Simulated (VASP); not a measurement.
Crystal: BaTiO3.

```xyz
5
Lattice="3.9998 0.0000 0.0000 0.0000 3.9998 0.0000 0.0000 0.0000 4.0180" Properties=species:S:1:pos:R:3 pbc="T T T"
Ba    0.0000    0.0000    0.0000
Ti    1.9999    1.9999    1.9688
O     1.9999    1.9999    0.0763
O     1.9999    0.0000    2.0773
O     0.0000    1.9999    2.0773
```

Base run:

| Item | Value |
| --- | --- |
| Program | VASP 6.6.1 |
| Functional | PBE |
| Potentials or basis | VASP PAW PBE potentials, release 64 (Ba_sv, Ti_sv, O) |
| Cutoff | 520 eV |
| k mesh | 6 × 6 × 6 |
| Occupations | methfessel-paxton, width 0.05 eV |
| Spin | no spin polarisation |
| Hubbard terms | Ti d U = 4.0 eV |

Its results: band gap on the k mesh 2.25 eV, indirect (least direct gap 2.56 eV); pressure 7.5 GPa; largest force 0.470 eV/Å.

After a change of settings the same cell gave: band gap on the k mesh 2.52 eV, indirect (least direct gap 2.84 eV); pressure 9.1 GPa; largest force 0.768 eV/Å. Which change was it?
A. hubbard terms from Ti d U = 4.0 eV to Ti d U = 6.0 eV; further incar settings from ALGO = Normal; EDIFF = 1e-06; NBANDS = 28 to ALGO = Normal; EDIFF = 1e-07; NBANDS = 28
B. hubbard terms from Ti d U = 4.0 eV to none
C. hubbard terms from Ti d U = 4.0 eV to Ti d U = 2.0 eV

A.

Caveats: spin-orbit coupling is left out, which moves the levels of the heavy elements.
